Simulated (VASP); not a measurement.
# Hf (Fm-3m) in VASP: further runs, part 2 of 2

VASP 6.6.1. The steps go on from the part before.

**3. Relaxation of cell and atoms, PBEsol**

This run uses another cell than the first one, of 20.11 Å³/atom, 0.933 times its volume.

Input file INCAR:

```
ALGO = Normal ; EDIFF = 1E-7
EDIFFG = -0.01 ; ENCUT = 600
GGA = PS ; IBRION = 2
ISIF = 3 ; ISMEAR = 0
LASPH = T ; LCHARG = F
LREAL = F ; LWAVE = F
NELM = 80 ; NSW = 80
PREC = Accurate ; SIGMA = 0.1
```

Input file KPOINTS:

```
k-points
0
Gamma
  16 16 16
```

Input file POSCAR:

```
Hf
1.0
    0.0000000000      2.1584285596      2.1584285596
    2.1584285596      0.0000000000      2.1584285596
    2.1584285596      2.1584285596      0.0000000000
Hf
1
Direct
    0.0000000000      0.0000000000      0.0000000000
```

Potentials or basis: VASP PAW PBE potentials, release 64 (Hf_pv).

Launch:

```sh
cat potpaw_PBE.64/Hf_pv/POTCAR > POTCAR
mpirun -np 1 vasp_std > vasp.out
```

OUTCAR:

```text
EDIFF = 1E-7
   EDIFFG = -0.01
   ENCUT = 600
   GGA = PS
   IBRION = 2
   ISIF = 3
   ISMEAR = 0
   LASPH = T
   LREAL = F
   NELM = 80
   NSW = 80
   PREC = Accurate

 ion  position               nearest neighbor table
   1  0.000  0.000  0.000-

  LATTYP: Found a face centered cubic cell.
 ALAT       =     4.3168571192

  Lattice vectors:

 A1 = (   0.0000000000,   2.1584285596,   2.1584285596)
 A2 = (   2.1584285596,   0.0000000000,   2.1584285596)
 A3 = (   2.1584285596,   2.1584285596,   0.0000000000)

Analysis of symmetry for initial positions (statically):
=====================================================================
 Subroutine PRICEL returns:
 Original cell was already a primitive cell.

 Routine SETGRP: Setting up the symmetry group for a
 face centered cubic supercell.

[... 286 lines left out ...]

 k-point     1 :       0.0000    0.0000    0.0000
  band No.  band energies     occupation
      1     -24.9415      2.00000
      2     -24.9415      2.00000
      3     -24.9415      2.00000
      4      -2.4882      2.00000
      5       6.2753      0.00000
      6       6.2753      0.00000
      7       6.2753      0.00000
      8       9.2104      0.00000
      9       9.2104      0.00000
[... 265 lines left out ...]
 k-point    24 :      -0.0625    0.0625    0.0000
  band No.  band energies     occupation
      1     -25.0338      2.00000
      2     -24.9681      2.00000
      3     -24.9479      2.00000
      4      -2.1088      2.00000
      5       5.8948      0.00000
      6       6.4505      0.00000
      7       6.4680      0.00000
      8       8.8435      0.00000
      9       9.1963      0.00000

 [... further k-points ...]

------------------------ aborting loop because EDIFF is reached ----------------------------------------

  FORCE on cell =-STRESS in cart. coord.  units (eV):
  Direction    XX          YY          ZZ          XY          YZ          ZX
  --------------------------------------------------------------------------------------
  -------------------------------------------------------------------------------------
  Total        0.0032844      0.0032844      0.0032844      0.0000000     -0.0000000     -0.0000000
  in kB        0.2451196      0.2451196      0.2451196      0.0000000     -0.0000000     -0.0000000
  external PRESSURE =       0.2451196 kB  Pullay stress =       0.0000000 kB
[... 16 lines left out ...]
  FREE ENERGIE OF THE ION-ELECTRON SYSTEM (eV)
  ---------------------------------------------------
  free  energy   TOTEN  =       -10.4361928579 eV

  energy  without entropy=      -10.4274232975  energy(sigma->0) =      -10.43180808

 reached required accuracy - stopping structural energy minimisation
```

It took 69 s on 1 thread of Intel Xeon 8259CL, shared host; peak memory 0.18 GiB.

What came out:

| Quantity | Value |
| --- | --- |
| Free energy | -10.4362 eV |
| Relaxed volume | 21.47 Å³/atom |
| Relaxed cell | a = 3.120 Å, b = 3.120 Å, c = 3.120 Å, α = 60.00°, β = 60.00°, γ = 60.00° |
| Space group after relaxing (to 0.05 Å) | Fm-3m (No. 225) |
| Energy gained by relaxing | 32.5 meV/atom |
| Ionic steps | 4 |
| Pressure after relaxing | 0.0 GPa |
| Band gap on the k mesh | zero (band 5 reaches 6.28 eV, above the bottom of band 6 at 4.47 eV) |

The path:
```
step  energy change (eV)  largest force (eV/Å)  pressure (GPa)  volume (Å³)
   1              0.0000                0.0000            8.04        20.11
   2              0.0090                0.0000           -7.30        23.19
   3             -0.0325                0.0000           -0.11        21.50
   4             -0.0325                0.0000            0.02        21.47
```

Final structure:
```
Hf
1.0
     0.00000    2.20591    2.20591
     2.20591    0.00000    2.20591
     2.20591    2.20591    0.00000
Hf
1
Direct
  0.00000 0.00000 0.00000
```

Caveat: the PAW data sets were made with another functional, which shifts forces and pressure a little; spin-orbit coupling is left out, which moves the levels of the heavy elements. Zero-point motion and thermal expansion aren't in these numbers.
